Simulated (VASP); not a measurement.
LuSi2, 3 atoms in the cell. Symmetry: P6/mmm, No. 191, hexagonal system. Conventional cell: a = 3.673 Å, b = 3.673 Å, c = 3.967 Å, α = 90.00°, β = 90.00°, γ = 120.00°. Lu (site symmetry 6/mmm) has 12 Si at 2.90 Å and 6 Lu at 3.67 Å within 3.8 Å. Within 2.8 Å of Si (site symmetry -6m2) lie 3 Si at 2.12 Å. 

```yaml
Program: VASP 6.6.1
Task: relaxation of cell and atoms
Functional: LDA
Potentials_or_basis: VASP PAW PBE potentials, release 64 (Lu, Si)
Cutoff: 600 eV
k_mesh: 10 × 10 × 8
Occupations: fermi-dirac, width 0.05 eV
Spin: no spin polarisation
Dipole_correction: no
Further_INCAR_settings: ALGO = Normal; EDIFF = 1e-06; IBRION = 2; EDIFFG = -0.005; NSW = 100; ISIF = 3
```

Potentials or basis: VASP PAW PBE potentials, release 64 (Lu, Si).

Launch:

```bash
$ cat potpaw_PBE.64/Lu/POTCAR potpaw_PBE.64/Si/POTCAR > POTCAR
$ mpirun -np 1 vasp_std > vasp.out
```

Hardware: 1 thread of Intel(R) Xeon(R) 6975P-C (Granite Rapids) (shared host).

Q: Estimate the wall time of this run.

A: Wall time 4.6 min on 1 thread of Intel(R) Xeon(R) 6975P-C (Granite Rapids), on a shared host, peak memory 0.23 GiB. Counts: scf iterations 113, k points 70, ion steps 11.
